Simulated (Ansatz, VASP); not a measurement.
One calculation of Te2Mo, two programs

```
Te Mo
1.0
     6.33000    0.00000    0.00000
     0.00000    3.46900    0.00000
    -0.94679    0.00000   13.82762
Te Mo
8 4
Cartesian
  5.4013 2.6018 8.3588
  -0.0181 0.8672 5.4688
  4.9099 0.8672 11.7728
  0.4733 2.6018 2.0548
  1.7550 2.6018 12.3826
  3.6282 0.8672 1.4450
  2.1916 0.8672 8.9658
  3.1917 2.6018 4.8618
  4.2299 2.6018 13.7253
  1.1533 0.8672 0.1023
  3.8493 0.8672 6.8225
  1.5339 2.6018 7.0051
```

Alike in both runs: functional BLYP; k mesh 4 × 8 × 2; occupations fermi-dirac, width 0.05 eV; no spin polarisation.

|  | VASP | Ansatz |
| --- | --- | --- |
| version | VASP 6.6.1 | Ansatz 0.2.0 |
| potentials or method | VASP PAW PBE potentials, release 64 (Te, Mo_sv) | Ansatz PAW |
| plane-wave cutoff (eV) | 520 | 420 |
| valence electrons in the cell | 104 | 184 |
| task | single point | band structure |

|  | VASP | Ansatz | Ansatz less VASP |
| --- | --- | --- | --- |
| gap on the k mesh at the Fermi level (eV) | none | none | - |
| pressure (GPa) | 8.9 | 8.6 | -0.34 |
| traceless stress, the component that is largest in VASP (GPa) | -0.70 | -0.69 | +0.010 |
| rms of the force components (eV/Å) | 0.234 | 0.212 | -0.0222 |

VASP's potentials were made for PBE, not for BLYP. Atom by atom the forces differ by 0.025 eV/Å (rms over components). A gap of «none» marks a metal or a gap that the smearing closes. VASP's potentials hold 104 valence electrons a cell and Ansatz's 184, so a difference there can come from the potentials and not from the codes.

Spin-orbit coupling is off throughout.
